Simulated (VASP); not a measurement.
# AlN: single point with PBEsol

Crystal: AlN.

```
Al N
1.0
    -3.11356    0.00000    0.00000
    -1.55678   -2.69642    0.00000
    -0.51893   -0.89881   11.16670
Al N
4 4
Direct
  0.33333 0.06423 0.80730
  0.33333 0.21299 0.36104
  0.66667 0.62070 0.13790
  0.66667 0.47194 0.58417
  0.33333 0.30492 0.08523
  0.33333 0.15617 0.53150
  0.66667 0.56388 0.30837
  0.66667 0.41512 0.75464
```

- Program: VASP 6.6.1
- Task: single point
- Functional: PBEsol
- Potentials or basis: VASP PAW PBE potentials, release 64 (Al, N)
- Cutoff: 520 eV
- k mesh: 8 × 8 × 3
- Occupations: gaussian, width 0.05 eV
- Spin: no spin polarisation

| Quantity | Value |
| --- | --- |
| Pressure | -3.9 GPa |
| Largest force | 2.213 eV/Å |
| Band gap on the k mesh | 0.32 eV |

Forces on the atoms (eV/Å):
```
Al  -0.094 -0.217  0.832
Al   0.003  0.005 -1.244
Al  -0.027  0.001 -2.213
Al  -0.013 -0.001 -1.203
N    0.195  0.187  0.262
N   -0.003  0.004  1.149
N    0.017  0.014  1.292
N   -0.078  0.006  1.124
```

Stress tensor (GPa, compression positive):
```
-1.02 -0.42  1.24
-0.42 -2.20  1.13
 1.24  1.13 -8.49
```

Levels at points of the mesh, in eV from the valence-band top:
```csv
k point,band 14,band 15,band 16,band 17,band 18,band 19
"(0.00, 0.00, 0.00)",-1.35,-0.02,0.00,0.32,3.58,3.90
"(0.50, 0.00, 0.00)",-2.58,-0.91,-0.78,1.54,2.34,3.67
"(0.00, 0.50, 0.00)",-2.58,-0.81,-0.72,1.17,2.59,3.62
"(0.50, 0.50, 0.00)",-2.58,-0.81,-0.74,1.28,2.35,3.66
```

It took 92 s on 1 thread of Intel(R) Xeon(R) 6975P-C (Granite Rapids) (shared host), peak memory 0.31 GiB.

Caveat: the cell stands under tension; the PAW data sets were made with another functional, which shifts forces and pressure a little; an odd mesh through Γ misses points on the zone boundary, where band edges can lie.
